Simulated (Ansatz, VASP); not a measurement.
## Two plane-wave programs on KI

The input INCAR:

```
SYSTEM = KI
  ALGO = Normal
  EDIFF = 1E-6
  ENCUT = 520
  GGA = PE
  ISIF = 2
  ISMEAR = 0
  LASPH = .TRUE.
  LCHARG = .TRUE.
  LELF = .TRUE.
  LREAL = .FALSE.
  LVHAR = .TRUE.
  LWAVE = .FALSE.
  NBANDS = 24
  NELM = 100
  PREC = Accurate
  SIGMA = 0.01
```

File KPOINTS:

```
k-points
0
G
  6 6 4
  0 0 0
```

The input POSCAR:

```
KI
1.0
    4.8690808776      0.0000000000      0.0000000000
   -2.4345404388      4.2167477331      0.0000000000
    0.0000000000      0.0000000000      8.4913216674
K I
2 2
Direct
    0.0000000000      0.0000000000      0.0000000000
    0.0000000000      0.0000000000      0.5000000000
    0.3333333333      0.6666666667      0.2500000000
    0.6666666667      0.3333333333      0.7500000000
```

Input for Ansatz:

```yaml
crystal:
  lattice:
    - [4.8690808776, 0.0, 0.0]
    - [-2.4345404388, 4.2167477331, 0.0]
    - [0.0, 0.0, 8.4913216674]
  atoms:
    - { symbol: K, position: [0.0, 0.0, 0.0] }
    - { symbol: K, position: [0.0, 0.0, 0.5] }
    - { symbol: I, position: [0.3333333333, 0.6666666667, 0.25] }
    - { symbol: I, position: [0.6666666667, 0.3333333333, 0.75] }
kpoints:
  mp_grid: { grid: [6, 6, 4] }
hamiltonian:
  xc: pbe
scf:
  occupations: { method: fixed }
  n_extra_bands: 5
output:
  forces: true
  stress: true
  eigenvalues: true
```

Alike in both runs: task single point; functional PBE; k mesh 6 × 6 × 4; no spin polarisation.

|  | VASP | Ansatz |
| --- | --- | --- |
| version | VASP 6.6.1 | Ansatz 0.2.0 |
| potentials or method | VASP PAW PBE potentials, release 64 (K_sv, I) | plane waves, PAW |
| plane-wave cutoff (eV) | 520 | 420 |
| occupations | gaussian, width 0.01 eV | fixed |
| valence electrons in the cell | 32 | 52 |

|  | VASP | Ansatz | Ansatz less VASP |
| --- | --- | --- | --- |
| gap on the k mesh at the Fermi level (eV) | 3.92 | 3.92 | +0.004 |
| pressure (GPa) | 0.8 | 0.8 | -0.03 |
| traceless stress, the component that is largest in VASP (GPa) | 0.07 | 0.07 | -0.003 |

VASP's potentials hold 32 valence electrons a cell and Ansatz's 52, so a difference there can come from the potentials and not from the codes.

Neither program's run includes spin-orbit coupling.
